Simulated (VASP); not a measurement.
# TePb (NiAs type) (P6_3/mmc) in VASP: notebook

TePb (NiAs type) is run at these levels: PBE; tasks: single point.

All numbers are computed with VASP 6.6.1; they aren't measurements. Logs are shortened: lines on timing, memory, paths and dates and some standing lists are left out, and cuts for length are marked.

## 1. The cell of the first run

It takes space group P6_3/mmc (No. 194, hexagonal). Conventional cell: a = 4.419 Å, b = 4.419 Å, c = 7.882 Å, α = 90.00°, β = 90.00°, γ = 120.00°. Within 4.2 Å of Pb (site symmetry -3m) lie 6 Te at 3.22 Å and 2 Pb at 3.94 Å. Within 4.2 Å of Te (site symmetry -6m2) lie 6 Pb at 3.22 Å.

## 2. Single point, PBE

INCAR reads:

```
PREC     = Accurate       # precision mode
ENCUT    = 520            # plane-wave cutoff, eV
EDIFF    = 1E-6           # SCF threshold, eV
ISMEAR   = -1             # smearing method
SIGMA    = 0.08           # smearing width, eV
LREAL    = False          # projectors in reciprocal space
LASPH    = True           # aspherical terms in the spheres
NELM     = 80             # most SCF steps
ALGO     = Normal         # electronic algorithm
ISIF     = 2              # what is computed and relaxed
LWAVE    = False          # write WAVECAR
LCHARG   = False          # write CHGCAR
GGA      = PE             # functional
NBANDS   = 28             # bands
```

KPOINTS reads:

```
Automatic mesh
0
Gamma
  8 8 5
```

POSCAR reads:

```
TePb
1.0
    4.4186376181      0.0000000000      0.0000000000
   -2.2093188091      3.8266524274      0.0000000000
    0.0000000000      0.0000000000      7.8815860359
Pb Te
2 2
Direct
    0.0000000000      0.0000000000      0.0000000000
    0.0000000000      0.0000000000      0.5000000000
    0.3333333333      0.6666666667      0.2500000000
    0.6666666667      0.3333333333      0.7500000000
```

Potentials or basis: VASP PAW PBE potentials, release 64 (Pb_d, Te).

The run is started by

```bash
$ cat potpaw_PBE.64/Pb_d/POTCAR potpaw_PBE.64/Te/POTCAR > POTCAR
$ mpirun -np 1 vasp_std > vasp.out
```

OUTCAR:

```text
PREC = Accurate
   ENCUT = 520
   EDIFF = 1E-6
   ISMEAR = -1
   LREAL = False
   LASPH = True
   NELM = 80
   ISIF = 2
   GGA = PE

 ion  position               nearest neighbor table
   1  0.000  0.000  0.000-   3 3.22   4 3.22   4 3.22   3 3.22   4 3.22   3 3.22   2 3.94   2 3.94

   2  0.000  0.000  0.500-   3 3.22   4 3.22   4 3.22   3 3.22   4 3.22   3 3.22   1 3.94   1 3.94

   3  0.333  0.667  0.250-   1 3.22   2 3.22   1 3.22   2 3.22   1 3.22   2 3.22
   4  0.667  0.333  0.750-   1 3.22   2 3.22   1 3.22   2 3.22   1 3.22   2 3.22

  LATTYP: Found a hexagonal cell.
 ALAT       =     4.4186376181
 C/A-ratio  =     1.7837140578

  Lattice vectors:

 A1 = (   4.4186376181,   0.0000000000,   0.0000000000)
 A2 = (  -2.2093188091,   3.8266524274,   0.0000000000)
 A3 = (   0.0000000000,   0.0000000000,   7.8815860359)

Analysis of symmetry for initial positions (statically):
=====================================================================
 Subroutine PRICEL returns:
 Original cell was already a primitive cell.

 Routine SETGRP: Setting up the symmetry group for a
 hexagonal supercell.

 Subroutine GETGRP returns: Found 24 space group operations
 (whereof 12 operations were pure point group operations)
 out of a pool of 24 trial point group operations.

The static configuration has the point symmetry D_3d.
 The point group associated with its full space group is D_6h.

Analysis of symmetry for dynamics (positions and initial velocities):
=====================================================================
 Subroutine PRICEL returns:
 Original cell was already a primitive cell.

 Routine SETGRP: Setting up the symmetry group for a
 hexagonal supercell.

 Subroutine GETGRP returns: Found 24 space group operations
 (whereof 12 operations were pure point group operations)
 out of a pool of 24 trial point group operations.

The dynamic configuration has the point symmetry D_3d.
 The point group associated with its full space group is D_6h.

 Subroutine INISYM returns: Found 24 space group operations
 (whereof 12 operations are pure point group operations),
 and found     1 'primitive' translations

----------------------------------------------------------------------------------------

                                     Primitive cell

  volume of cell :     133.2665

  direct lattice vectors                    reciprocal lattice vectors
[... 89 lines left out ...]
   ENCUT  =  520.0 eV  38.22 Ry    6.18 a.u.   8.22  8.22 14.65*2*pi/ulx,y,z
   NELM   =     80;   NELMIN=  2; NELMDL= -5     # of ELM steps
   EDIFF  = 0.1E-05   stopping-criterion for ELM
   LREAL  =      F    real-space projection
   EDIFFG = 0.1E-04   stopping-criterion for IOM
   NSW    =      0    number of steps for IOM
   IBRION =     -1    ionic relax: 0-MD 1-quasi-New 2-CG
   NFREE  =      0    steps in history (QN), initial steepest desc. (CG)
   ISIF   =      2    stress and relaxation
   ISYM   =      2    0-nonsym 1-usesym 2-fastsym
   POTIM  = 0.5000    time-step for ionic-motion
   TEBEG  =    0.0;   TEEND  =   0.0 temperature during run
   PSTRESS=    0.0 pullay stress
   NELECT =      40.0000    total number of electrons
   NUPDOWN=      -1.0000    fix difference up-down
   EMIN   =  10.00;   EMAX   =-10.00  energy-range for DOS
   EFERMI =   0.00;   METHOD = LEGACY
   ISMEAR =    -1;   SIGMA  =   0.08  broadening in eV -4-tet -1-fermi 0-gaus
   EFERMI_NEDOS =   21; number of points for ismear=-14 and -15
   IALGO  =     38    algorithm
   IMIX   =      4    mixing-type and parameters
     AMIX     =   0.40;   BMIX     =  1.00
     AMIX_MAG =   1.60;   BMIX_MAG =  1.00
  volume/ion in A,a.u.               =      33.32       224.83
  Fermi-wavevector in a.u.,A,eV,Ry     =   1.096111  2.071349 16.346843  1.201459
  Thomas-Fermi vector in A             =   2.232447
   LORBIT       =      0    0 simple, 1 ext, 2 COOP (PROOUT), +10 PAW based schemes
   GGA     = PE    functional components
   LHFCALC =     F    Hartree Fock is set to
   AEXX    =    0.0000 exact exchange contribution
   IVDW    =     0    specifies the selected vdW correction
   LEPSILON=     F    determine dielectric tensor
   LRPA    =     F    only Hartree local field effects (RPA)
 non-spin polarized calculation
  energy-cutoff  :      520.00
  volume of cell :      133.27
 maximum number of plane-waves:      3630
 NGX is ok and might be reduce to    36
   NGX = 17   NGY = 17   NGZ = 29

 number of electron      39.9999991 magnetization

 Free energy of the ion-electron system (eV)
  ---------------------------------------------------
  ext. energy  EPLUGINS =         0.00000000
  ---------------------------------------------------
  free energy    TOTEN  =       -14.80544503 eV

  energy without entropy =      -14.79910624  energy(sigma->0) =      -14.80227563

 E-fermi :   6.3337     XC(G=0):  -9.3454

 val. band max:        6.2593985819   @ k =   0.3750   0.2500   0.0000
 cond. band min:       6.4247036719   @ k =   0.5000  -0.0000   0.0000
 fundamental gap:      0.1653050900
 Fermi energy:         6.3336529143

 k-point     1 :       0.0000    0.0000    0.0000
  band No.  band energies     occupation
      1     -10.9976      2.00000
      2     -10.9850      2.00000
      3     -10.9850      2.00000
      4     -10.9686      2.00000
      5     -10.9686      2.00000
      6     -10.9546      2.00000
[... 733 lines left out ...]
     27      11.9552      0.00000
     28      12.6689      0.00000

 [... further k-points ...]

------------------------ aborting loop because EDIFF is reached ----------------------------------------

  FORCE on cell =-STRESS in cart. coord.  units (eV):
  Direction    XX          YY          ZZ          XY          YZ          ZX
  --------------------------------------------------------------------------------------
  -------------------------------------------------------------------------------------
  Total        2.7073478      2.7073478      2.7027938     -0.0000000      0.0000000     -0.0000000
  in kB       32.5486972     32.5486972     32.4939473     -0.0000000      0.0000000     -0.0000000
  external PRESSURE =      32.5304473 kB  Pullay stress =       0.0000000 kB

 VOLUME and BASIS-vectors are now :
 -----------------------------------------------------------------------------
  energy-cutoff  :      520.00
  volume of cell :      133.27
      direct lattice vectors                 reciprocal lattice vectors
     4.418637618  0.000000000  0.000000000     0.226314101  0.130662507  0.000000000
    -2.209318809  3.826652427  0.000000000     0.000000000  0.261325014  0.000000000
     0.000000000  0.000000000  7.881586036     0.000000000  0.000000000  0.126878016

 POSITION                                       TOTAL-FORCE (eV/Angst)
 -----------------------------------------------------------------------------------
      0.00000      0.00000      0.00000         0.000000      0.000000     -0.000000
      0.00000      0.00000      3.94079         0.000000      0.000000     -0.000000
     -0.00000      2.55110      1.97040         0.000000      0.000000     -0.000000
      2.20932      1.27555      5.91119        -0.000000      0.000000      0.000000
 -----------------------------------------------------------------------------------
    total drift:                               -0.000000      0.000000     -0.000000

  FREE ENERGIE OF THE ION-ELECTRON SYSTEM (eV)
  ---------------------------------------------------
  free  energy   TOTEN  =       -14.8054450303 eV

  energy  without entropy=      -14.7991062361  energy(sigma->0) =      -14.80227563
```

It took 86 s on 1 thread of Intel Xeon Platinum 8259CL at 2.50GHz (Skylake/Cascade Lake), shared host; peak memory 0.32 GiB.

Results:

* Free energy: -14.8054 eV
* Pressure: 3.3 GPa
* Band gap on the k mesh: zero (bands 20 and 21 overlap by 0.02 eV)

Caveat: the cell stands under pressure; semilocal functionals underestimate gaps, so a narrow gap can read as zero; spin-orbit coupling is left out, which moves the levels of the heavy elements.

## 3. Single point, PBE

INCAR reads:

```
SYSTEM = TePb
PREC     = Accurate       ! precision mode
ENCUT    = 520            ! plane-wave cutoff, eV
EDIFF    = 1E-7           ! SCF threshold, eV
ISMEAR   = -1             ! smearing method
SIGMA    = 0.08           ! smearing width, eV
LREAL    = .False.        ! projectors in reciprocal space
LASPH    = .True.         ! aspherical terms in the spheres
NELM     = 100            ! most SCF steps
ALGO     = Normal         ! electronic algorithm
ISIF     = 2              ! what is computed and relaxed
LWAVE    = .False.        ! write WAVECAR
LCHARG   = .True.         ! write CHGCAR
GGA      = PE             ! functional
LELF     = .True.         ! ELF
LVHAR    = .True.       
NBANDS   = 28             ! bands
```

KPOINTS reads:

```
Automatic mesh
0
Gamma
  8 8 5
  0 0 0
```

POSCAR is that of step 2.

Potentials or basis: VASP PAW PBE potentials, release 64 (Pb_d, Te).

The run is started by

```bash
$ cat potpaw_PBE.64/Pb_d/POTCAR potpaw_PBE.64/Te/POTCAR > POTCAR
$ mpirun -np 1 vasp_std > vasp.out
```

OUTCAR:

```text
SYSTEM = TePb
   PREC = Accurate
   ENCUT = 520
   EDIFF = 1E-7
   ISMEAR = -1
   LREAL = .False.
   LASPH = .True.
   NELM = 100
   ISIF = 2
   GGA = PE

 ion  position               nearest neighbor table
   1  0.000  0.000  0.000-   3 3.22   4 3.22   4 3.22   3 3.22   4 3.22   3 3.22   2 3.94   2 3.94

   2  0.000  0.000  0.500-   3 3.22   4 3.22   4 3.22   3 3.22   4 3.22   3 3.22   1 3.94   1 3.94

   3  0.333  0.667  0.250-   1 3.22   2 3.22   1 3.22   2 3.22   1 3.22   2 3.22
   4  0.667  0.333  0.750-   1 3.22   2 3.22   1 3.22   2 3.22   1 3.22   2 3.22

  LATTYP: Found a hexagonal cell.
 ALAT       =     4.4186376181
 C/A-ratio  =     1.7837140578

  Lattice vectors:

 A1 = (   4.4186376181,   0.0000000000,   0.0000000000)
 A2 = (  -2.2093188091,   3.8266524274,   0.0000000000)
 A3 = (   0.0000000000,   0.0000000000,   7.8815860359)

Analysis of symmetry for initial positions (statically):
=====================================================================
 Subroutine PRICEL returns:
 Original cell was already a primitive cell.

 Routine SETGRP: Setting up the symmetry group for a
 hexagonal supercell.

 Subroutine GETGRP returns: Found 24 space group operations
 (whereof 12 operations were pure point group operations)
 out of a pool of 24 trial point group operations.

The static configuration has the point symmetry D_3d.
 The point group associated with its full space group is D_6h.

Analysis of symmetry for dynamics (positions and initial velocities):
=====================================================================
 Subroutine PRICEL returns:
 Original cell was already a primitive cell.

 Routine SETGRP: Setting up the symmetry group for a
 hexagonal supercell.

 Subroutine GETGRP returns: Found 24 space group operations
 (whereof 12 operations were pure point group operations)
[... 123 lines left out ...]
   EFERMI_NEDOS =   21; number of points for ismear=-14 and -15
   IALGO  =     38    algorithm
   IMIX   =      4    mixing-type and parameters
     AMIX     =   0.40;   BMIX     =  1.00
     AMIX_MAG =   1.60;   BMIX_MAG =  1.00
  volume/ion in A,a.u.               =      33.32       224.83
  Fermi-wavevector in a.u.,A,eV,Ry     =   1.096111  2.071349 16.346843  1.201459
  Thomas-Fermi vector in A             =   2.232447
   LORBIT       =      0    0 simple, 1 ext, 2 COOP (PROOUT), +10 PAW based schemes
   GGA     = PE    functional components
   LHFCALC =     F    Hartree Fock is set to
   AEXX    =    0.0000 exact exchange contribution
   IVDW    =     0    specifies the selected vdW correction
   LEPSILON=     F    determine dielectric tensor
   LRPA    =     F    only Hartree local field effects (RPA)
 non-spin polarized calculation
  energy-cutoff  :      520.00
  volume of cell :      133.27
 maximum number of plane-waves:      3630
 NGX is ok and might be reduce to    36
   NGX = 17   NGY = 17   NGZ = 29

 number of electron      39.9999991 magnetization

 Free energy of the ion-electron system (eV)
  ---------------------------------------------------
  ext. energy  EPLUGINS =         0.00000000
  ---------------------------------------------------
  free energy    TOTEN  =       -14.80544536 eV

  energy without entropy =      -14.79910501  energy(sigma->0) =      -14.80227518

 E-fermi :   6.3337     XC(G=0):  -9.3454

 val. band max:        6.2594599000   @ k =   0.3750   0.2500   0.0000
 cond. band min:       6.4246916119   @ k =   0.5000  -0.0000   0.0000
 fundamental gap:      0.1652317119
 Fermi energy:         6.3336575263

 k-point     1 :       0.0000    0.0000    0.0000
  band No.  band energies     occupation
      1     -10.9978      2.00000
      2     -10.9852      2.00000
      3     -10.9852      2.00000
      4     -10.9688      2.00000
      5     -10.9688      2.00000
      6     -10.9548      2.00000
[... 733 lines left out ...]
     27      11.9553      0.00000
     28      12.6690      0.00000

 [... further k-points ...]

------------------------ aborting loop because EDIFF is reached ----------------------------------------

  FORCE on cell =-STRESS in cart. coord.  units (eV):
  Direction    XX          YY          ZZ          XY          YZ          ZX
  --------------------------------------------------------------------------------------
  -------------------------------------------------------------------------------------
  Total        2.7121047      2.7121047      2.7083504     -0.0000000      0.0000000      0.0000000
  in kB       32.6058861     32.6058861     32.5607513     -0.0000000      0.0000000      0.0000000
  external PRESSURE =      32.5908412 kB  Pullay stress =       0.0000000 kB

 VOLUME and BASIS-vectors are now :
 -----------------------------------------------------------------------------
  energy-cutoff  :      520.00
  volume of cell :      133.27
      direct lattice vectors                 reciprocal lattice vectors
     4.418637618  0.000000000  0.000000000     0.226314101  0.130662507  0.000000000
    -2.209318809  3.826652427  0.000000000     0.000000000  0.261325014  0.000000000
     0.000000000  0.000000000  7.881586036     0.000000000  0.000000000  0.126878016

 POSITION                                       TOTAL-FORCE (eV/Angst)
 -----------------------------------------------------------------------------------
      0.00000      0.00000      0.00000        -0.000000      0.000000     -0.000000
      0.00000      0.00000      3.94079        -0.000000      0.000000     -0.000000
     -0.00000      2.55110      1.97040        -0.000000      0.000000      0.000000
      2.20932      1.27555      5.91119         0.000000     -0.000000     -0.000000
 -----------------------------------------------------------------------------------
    total drift:                               -0.000000      0.000000     -0.000000

  FREE ENERGIE OF THE ION-ELECTRON SYSTEM (eV)
  ---------------------------------------------------
  free  energy   TOTEN  =       -14.8054453574 eV

  energy  without entropy=      -14.7991050104  energy(sigma->0) =      -14.80227518
```

OSZICAR:

```text
N       E                     dE             d eps       ncg     rms          rms(c)
DAV:   1     0.386654623143E+03    0.38665E+03   -0.17753E+04  1680   0.140E+03
DAV:   2     0.231329811376E+02   -0.36352E+03   -0.35415E+03  1704   0.373E+02
DAV:   3    -0.134223995884E+02   -0.36555E+02   -0.35629E+02  2180   0.137E+02
DAV:   4    -0.149816708973E+02   -0.15593E+01   -0.15552E+01  2048   0.306E+01
DAV:   5    -0.150495307295E+02   -0.67860E-01   -0.67856E-01  2260   0.631E+00    0.494E+00
DAV:   6    -0.148094139638E+02    0.24012E+00   -0.49910E-01  2312   0.440E+00    0.319E+00
DAV:   7    -0.148055544961E+02    0.38595E-02   -0.22266E-01  2224   0.191E+00    0.106E+00
DAV:   8    -0.148049320863E+02    0.62241E-03   -0.30874E-02  1908   0.131E+00    0.404E-01
DAV:   9    -0.148055746404E+02   -0.64255E-03   -0.26756E-03  2064   0.438E-01    0.689E-02
DAV:  10    -0.148054213242E+02    0.15332E-03   -0.68148E-04  2040   0.215E-01    0.234E-02
DAV:  11    -0.148054604796E+02   -0.39155E-04   -0.31259E-04  2068   0.115E-01    0.409E-02
DAV:  12    -0.148054457012E+02    0.14778E-04   -0.76025E-05  2136   0.604E-02    0.140E-02
DAV:  13    -0.148054451461E+02    0.55514E-06   -0.12078E-05  1992   0.180E-02    0.243E-02
DAV:  14    -0.148054450463E+02    0.99827E-07   -0.32572E-06  2000   0.103E-02    0.240E-03
DAV:  15    -0.148054453097E+02   -0.26346E-06   -0.31853E-07  1508   0.244E-03    0.193E-03
DAV:  16    -0.148054453574E+02   -0.47687E-07   -0.63200E-08   928   0.168E-03
   1 F= -.14805445E+02 E0= -.14802275E+02  d E =-.634035E-02
```

Wall time 96 s (1 thread of Intel Xeon Platinum 8259CL at 2.50GHz (Skylake/Cascade Lake), shared host); peak memory 0.32 GiB.

Results:

- Free energy: -14.8054 eV
- Pressure: 3.3 GPa
- Band gap on the k mesh: zero (bands 20 and 21 overlap by 0.02 eV)

Levels at points of the mesh, in eV from the Fermi level:
```
           k point  band 18  band 19  band 20  band 21  band 22  band 23
(0.00, 0.00, 0.00)    -1.18    -1.18     0.11     0.18     2.03     2.03
(0.50, 0.00, 0.00)    -1.40    -1.39    -1.17     0.09     0.78     1.72
```

Caveat: the cell stands under pressure; semilocal functionals underestimate gaps, so a narrow gap can read as zero; spin-orbit coupling is left out, which moves the levels of the heavy elements.

## 4. Single point, PBE

This run uses another cell than the first one, of 40.03 Å³/atom.

INCAR reads:

```
SYSTEM = TePb
PREC = Accurate
ENCUT = 520
EDIFF = 1E-6
ISMEAR = -1
SIGMA = 0.08
LREAL = .False.
LASPH = .True.
NELM = 80
ALGO = Normal
ISIF = 2
LWAVE = .False.
LCHARG = .True.
GGA = PE
LELF = .True.
LVHAR = .True.
NBANDS = 28
```

KPOINTS reads:

```
Automatic mesh
0
Gamma
  9 9 5
  0 0 0
```

POSCAR reads:

```
TePb
1.0
    5.3660848739      0.0000000000      0.0000000000
   -2.6830424369      4.6471658196      0.0000000000
    0.0000000000      0.0000000000      6.4215720928
Pb Te
2 2
Direct
    0.3333333333      0.6666666667     -0.0620072321
    0.6666666667      0.3333333333      0.4379927679
    0.3333333333      0.6666666667      0.4380072321
    0.6666666667      0.3333333333      0.9380072321
```

The run is started by

```bash
$ cat potpaw_PBE.64/Pb_d/POTCAR potpaw_PBE.64/Te/POTCAR > POTCAR
$ mpirun -np 1 vasp_std > vasp.out
```

Run time: 61 s. Hardware: 1 thread of Intel Xeon 6975P-C (Granite Rapids), shared host; peak memory 0.34 GiB.

It converged, with:

```
Free energy            : -14.5413 eV
Pressure               : 3.3 GPa
Band gap on the k mesh : 1.19 eV (least direct gap 1.58 eV)
```

Levels at points of the mesh, in eV from the valence-band top:
```
           k point  band 17  band 18  band 19  band 20  band 21  band 22  band 23  band 24
(0.00, 0.00, 0.00)    -2.87    -1.47    -1.45    -1.45     1.27     1.27     3.00     3.00
```

Caveat: the cell stands under pressure; spin-orbit coupling is left out, which moves the levels of the heavy elements; an odd mesh through Γ misses points on the zone boundary, where band edges can lie.
